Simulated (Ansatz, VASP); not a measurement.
# Two plane-wave programs on MgS

```
CELL_PARAMETERS angstrom
0.00000 2.83312 2.83312
2.83312 0.00000 2.83312
2.83312 2.83312 0.00000
ATOMIC_POSITIONS crystal
Mg 0.00000 0.00000 0.00000
S 0.25000 0.25000 0.25000
```

Alike in both runs: task relaxation of cell and atoms; functional LDA; k mesh 8 × 8 × 8; occupations gaussian, width 0.02 eV; no spin polarisation.

|  | VASP | Ansatz |
| --- | --- | --- |
| version | VASP 6.6.1 | Ansatz 0.2.0 |
| potentials or method | VASP PAW LDA potentials, release 64 (Mg, S), cutoff 600 eV | scalar-relativistic, plane waves, PAW |
| valence electrons in the cell | 8 | 16 |

```tsv
	VASP	Ansatz	Ansatz less VASP
gap on the k mesh at the Fermi level, each at its own relaxed structure (eV)	3.40	3.37	-0.038
relaxed volume (Å³/atom)	21.77	21.88	+0.111
relaxed cell length with the largest relative difference (Å)	3.949	3.955	+0.0067
```

LDA's correlation is that of Perdew and Zunger in VASP and of Perdew and Wang (1992) in Ansatz. VASP's potentials hold 8 valence electrons a cell and Ansatz's 16, so a difference there can come from the potentials and not from the codes.
